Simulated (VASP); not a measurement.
# HfO2 (Fm-3m) in VASP: further runs

The runs below take HfO2 through single point, relaxation of cell and atoms, with LDA.

Everything below comes from runs of VASP 6.6.1. Logs are shortened: lines on timing, memory, paths and dates and some standing lists are left out, and cuts for length are marked.

### 1 The cell of the first run

Symmetry: Fm-3m, No. 225, cubic system. Conventional cell: a = 5.002 Å, b = 5.002 Å, c = 5.002 Å, α = 90.00°, β = 90.00°, γ = 90.00°. Within 2.9 Å of Hf (site symmetry m-3m) lie 8 O at 2.17 Å. O (site symmetry -43m) has 4 Hf at 2.17 Å and 6 O at 2.50 Å within 2.9 Å.

### 2 Single point, LDA

Contents of INCAR:

```
  ALGO = Normal
  EDIFF = 1E-6
  ENCUT = 600
  GGA_COMPAT = F
  ISIF = 2
  ISMEAR = 0
  LASPH = T
  LCHARG = F
  LREAL = F
  LWAVE = F
  NBANDS = 18
  NELM = 120
  PREC = Accurate
  SIGMA = 0.1
```

Contents of KPOINTS:

```
k-points
0
Gamma
  6 6 6
```

Contents of POSCAR:

```
HfO2
1.0
    0.0000000000      2.5008001766      2.5008001766
    2.5008001766      0.0000000000      2.5008001766
    2.5008001766      2.5008001766      0.0000000000
Hf O
1 2
Direct
    0.0000000000      0.0000000000      0.0000000000
    0.2500000000      0.2500000000      0.2500000000
    0.7500000000      0.7500000000      0.7500000000
```

Potentials or basis: VASP PAW LDA potentials, release 64 (Hf_pv, O).

The run is started by

```bash
cat potpaw_LDA.64/Hf_pv/POTCAR potpaw_LDA.64/O/POTCAR > POTCAR
mpirun -np 1 vasp_std > vasp.out
```

OUTCAR:

```text
EDIFF = 1E-6
   ENCUT = 600
   ISIF = 2
   ISMEAR = 0
   LASPH = T
   LREAL = F
   NELM = 120
   PREC = Accurate

 ion  position               nearest neighbor table
   1  0.000  0.000  0.000-   3 2.17   3 2.17   3 2.17   2 2.17   2 2.17   2 2.17   3 2.17   2 2.17

   2  0.250  0.250  0.250-   1 2.17   1 2.17   1 2.17   1 2.17
   3  0.750  0.750  0.750-   1 2.17   1 2.17   1 2.17   1 2.17

  LATTYP: Found a face centered cubic cell.
 ALAT       =     5.0016003532

  Lattice vectors:

 A1 = (   0.0000000000,   2.5008001766,   2.5008001766)
 A2 = (   2.5008001766,   0.0000000000,   2.5008001766)
 A3 = (   2.5008001766,   2.5008001766,   0.0000000000)

Analysis of symmetry for initial positions (statically):
=====================================================================
 Subroutine PRICEL returns:
 Original cell was already a primitive cell.

 Routine SETGRP: Setting up the symmetry group for a
 face centered cubic supercell.

 Subroutine GETGRP returns: Found 48 space group operations
 (whereof 48 operations were pure point group operations)
 out of a pool of 48 trial point group operations.

The static configuration has the point symmetry O_h .

Analysis of symmetry for dynamics (positions and initial velocities):
=====================================================================
 Subroutine PRICEL returns:
 Original cell was already a primitive cell.

 Routine SETGRP: Setting up the symmetry group for a
 face centered cubic supercell.

 Subroutine GETGRP returns: Found 48 space group operations
 (whereof 48 operations were pure point group operations)
 out of a pool of 48 trial point group operations.

The dynamic configuration has the point symmetry O_h .

 Subroutine INISYM returns: Found 48 space group operations
 (whereof 48 operations are pure point group operations),
 and found     1 'primitive' translations

----------------------------------------------------------------------------------------

                                     Primitive cell

  volume of cell :      31.2800

  direct lattice vectors                    reciprocal lattice vectors
     0.000000000  2.500800177  2.500800177    -0.199936006  0.199936006  0.199936006
[... 73 lines left out ...]
   ISPIN  =      1    spin polarized calculation?
   LNONCOLLINEAR =      F non collinear calculations
   LSORBIT =      F    spin-orbit coupling
   LASPH  =      T    aspherical Exc in radial PAW
   ENCUT  =  600.0 eV  44.10 Ry    6.64 a.u.   7.06  7.06  7.06*2*pi/ulx,y,z
   NELM   =    120;   NELMIN=  2; NELMDL= -5     # of ELM steps
   EDIFF  = 0.1E-05   stopping-criterion for ELM
   LREAL  =      F    real-space projection
   EDIFFG = 0.1E-04   stopping-criterion for IOM
   NSW    =      0    number of steps for IOM
   IBRION =     -1    ionic relax: 0-MD 1-quasi-New 2-CG
   NFREE  =      0    steps in history (QN), initial steepest desc. (CG)
   ISIF   =      2    stress and relaxation
   ISYM   =      2    0-nonsym 1-usesym 2-fastsym
   POTIM  = 0.5000    time-step for ionic-motion
   TEBEG  =    0.0;   TEEND  =   0.0 temperature during run
   PSTRESS=    0.0 pullay stress
   NELECT =      22.0000    total number of electrons
   NUPDOWN=      -1.0000    fix difference up-down
   EMIN   =  10.00;   EMAX   =-10.00  energy-range for DOS
   EFERMI =   0.00;   METHOD = LEGACY
   ISMEAR =     0;   SIGMA  =   0.10  broadening in eV -4-tet -1-fermi 0-gaus
   EFERMI_NEDOS =   21; number of points for ismear=-14 and -15
   IALGO  =     38    algorithm
   IMIX   =      4    mixing-type and parameters
     AMIX     =   0.40;   BMIX     =  1.00
     AMIX_MAG =   1.60;   BMIX_MAG =  1.00
  volume/ion in A,a.u.               =      10.43        70.36
  Fermi-wavevector in a.u.,A,eV,Ry     =   1.455884  2.751222 28.838879  2.119598
  Thomas-Fermi vector in A             =   2.572867
   LORBIT       =      0    0 simple, 1 ext, 2 COOP (PROOUT), +10 PAW based schemes
   GGA     = CA    functional components
   LHFCALC =     F    Hartree Fock is set to
   AEXX    =    0.0000 exact exchange contribution
   IVDW    =     0    specifies the selected vdW correction
   LEPSILON=     F    determine dielectric tensor
   LRPA    =     F    only Hartree local field effects (RPA)
 non-spin polarized calculation
 Gauss-broadening in eV      SIGMA  =   0.10
  energy-cutoff  :      600.00
  volume of cell :       31.28
 maximum number of plane-waves:      1056
   NGX = 15   NGY = 15   NGZ = 15

 number of electron      22.0000000 magnetization

 Free energy of the ion-electron system (eV)
  ---------------------------------------------------
  ext. energy  EPLUGINS =         0.00000000
  ---------------------------------------------------
  free energy    TOTEN  =       -33.07383895 eV

  energy without entropy =      -33.07383895  energy(sigma->0) =      -33.07383895

 E-fermi :   4.8858     XC(G=0): -12.5267

 val. band max:        4.4146138540   @ k =   0.5000   0.5000   0.0000
 cond. band min:       8.1171531159   @ k =   0.5000   0.5000   0.0000
 fundamental gap:      3.7025392619
 Fermi energy:         4.8858021367

 k-point     1 :       0.0000    0.0000    0.0000
  band No.  band energies     occupation
      1     -24.8980      2.00000
      2     -24.8980      2.00000
      3     -24.8980      2.00000
      4     -14.3192      2.00000
      5     -10.9464      2.00000
      6      -1.2497      2.00000
[... 313 lines left out ...]
      5     -11.9621      2.00000
      6      -1.7746      2.00000
[... 10 lines left out ...]
     17      17.2368      0.00000
     18      17.6097      0.00000

------------------------ aborting loop because EDIFF is reached ----------------------------------------

  FORCE on cell =-STRESS in cart. coord.  units (eV):
  Direction    XX          YY          ZZ          XY          YZ          ZX
  --------------------------------------------------------------------------------------
  -------------------------------------------------------------------------------------
  Total       -0.7053716     -0.7053716     -0.7053716      0.0000000      0.0000000     -0.0000000
  in kB      -36.1294716    -36.1294716    -36.1294716      0.0000000      0.0000000     -0.0000000
  external PRESSURE =     -36.1294716 kB  Pullay stress =       0.0000000 kB

 VOLUME and BASIS-vectors are now :
 -----------------------------------------------------------------------------
  energy-cutoff  :      600.00
  volume of cell :       31.28
      direct lattice vectors                 reciprocal lattice vectors
     0.000000000  2.500800177  2.500800177    -0.199936006  0.199936006  0.199936006
     2.500800177  0.000000000  2.500800177     0.199936006 -0.199936006  0.199936006
     2.500800177  2.500800177  0.000000000     0.199936006  0.199936006 -0.199936006

 POSITION                                       TOTAL-FORCE (eV/Angst)
 -----------------------------------------------------------------------------------
      0.00000      0.00000      0.00000         0.000000     -0.000000      0.000000
      1.25040      1.25040      1.25040         0.000000      0.000000     -0.000000
      3.75120      3.75120      3.75120        -0.000000     -0.000000      0.000000
 -----------------------------------------------------------------------------------
    total drift:                                0.000000      0.000000      0.000000

  FREE ENERGIE OF THE ION-ELECTRON SYSTEM (eV)
  ---------------------------------------------------
  free  energy   TOTEN  =       -33.0738389455 eV

  energy  without entropy=      -33.0738389455  energy(sigma->0) =      -33.07383895
```

stdout:

```text
POSCAR found type information on POSCAR HfO
 POSCAR found :  2 types and       3 ions
 scaLAPACK will be used
 LDA part: xc-table for (Slater(with rela. corr.)+CA(PZ))
 , standard interpolation
 POSCAR, INCAR and KPOINTS ok, starting setup
 FFT: planning ... GRIDC
 FFT: planning ... GRID_SOFT
 FFT: planning ... GRID
 WAVECAR not read
 entering main loop
```

It took 9.2 s on 1 thread of Intel Xeon Platinum 8259CL at 2.50GHz (Skylake/Cascade Lake), shared host; peak memory 0.14 GiB.

What came out:

| Property | Result |
| --- | --- |
| Free energy | -33.0738 eV |
| Pressure | -3.6 GPa |
| Band gap on the k mesh | 3.70 eV |

Levels at points of the mesh, in eV from the valence-band top:
```csv
k point,band 9,band 10,band 11,band 12,band 13,band 14
"(0.00, 0.00, 0.00)",-0.63,-0.63,-0.63,3.78,3.78,6.02
"(0.50, 0.00, 0.00)",-2.85,-1.88,-1.88,4.57,4.57,7.33
"(0.50, 0.50, 0.00)",-1.62,-1.62,0.00,3.70,5.54,6.97
```

Caveat: the cell stands under tension; spin-orbit coupling is left out, which moves the levels of the heavy elements. LDA gaps usually lie below the measured ones, often by a third to a half.

### 3 Single point, LDA

This run uses another cell than the first one, of 11.15 Å³/atom.

Contents of INCAR:

```
SYSTEM = HfO2
PREC = Accurate
ENCUT = 600
EDIFF = 1E-6
ISMEAR = 0
SIGMA = 0.1
LREAL = .FALSE.
LASPH = .TRUE.
NELM = 120
ALGO = Normal
ISIF = 2
LWAVE = .FALSE.
LCHARG = .TRUE.
GGA = CA
LELF = .TRUE.
LVHAR = .TRUE.
NBANDS = 18
GGA_COMPAT = .FALSE.
```

Contents of KPOINTS:

```
Automatic mesh
0
G
  6 6 6
  0 0 0
```

Contents of POSCAR:

```
HfO2
1.0
    0.0000000000      2.5575000000      2.5575000000
    2.5575000000      0.0000000000      2.5575000000
    2.5575000000      2.5575000000      0.0000000000
Hf O
1 2
Direct
    0.0000000000      0.0000000000      0.0000000000
    0.2500000000      0.2500000000      0.2500000000
    0.7500000000      0.7500000000      0.7500000000
```

Potentials or basis: VASP PAW LDA potentials, release 64 (Hf_pv, O).

The run is started by

```bash
cat potpaw_LDA.64/Hf_pv/POTCAR potpaw_LDA.64/O/POTCAR > POTCAR
mpirun -np 1 vasp_std > vasp.out
```

Wall time 13 s (1 thread of Intel Xeon Platinum 8259CL at 2.50GHz (Skylake/Cascade Lake), shared host); peak memory 0.15 GiB.

Results (log left out):

| Quantity | Value |
| --- | --- |
| Free energy | -32.9162 eV |
| Pressure | -19.6 GPa |
| Band gap on the k mesh | 3.53 eV |

Levels at points of the mesh, in eV from the valence-band top:
| k point | band 7 | band 8 | band 9 | band 10 | band 11 | band 12 | band 13 | band 14 | band 15 | band 16 |
| --- | --- | --- | --- | --- | --- | --- | --- | --- | --- | --- |
| (0.00, 0.00, 0.00) | -5.25 | -5.25 | -0.60 | -0.60 | -0.60 | 3.62 | 3.62 | 5.48 | 10.04 | 10.04 |
| (0.50, 0.00, 0.00) | -4.24 | -3.03 | -2.70 | -1.81 | -1.81 | 4.33 | 4.33 | 6.69 | 8.71 | 9.03 |
| (0.50, 0.50, 0.00) | -3.42 | -3.42 | -1.51 | -1.51 | 0.00 | 3.53 | 5.19 | 6.35 | 7.85 | 7.85 |

Caveat: the cell stands under tension; spin-orbit coupling is left out, which moves the levels of the heavy elements. A k mesh can miss the band edges.

(Continued in part 2 of 2.)
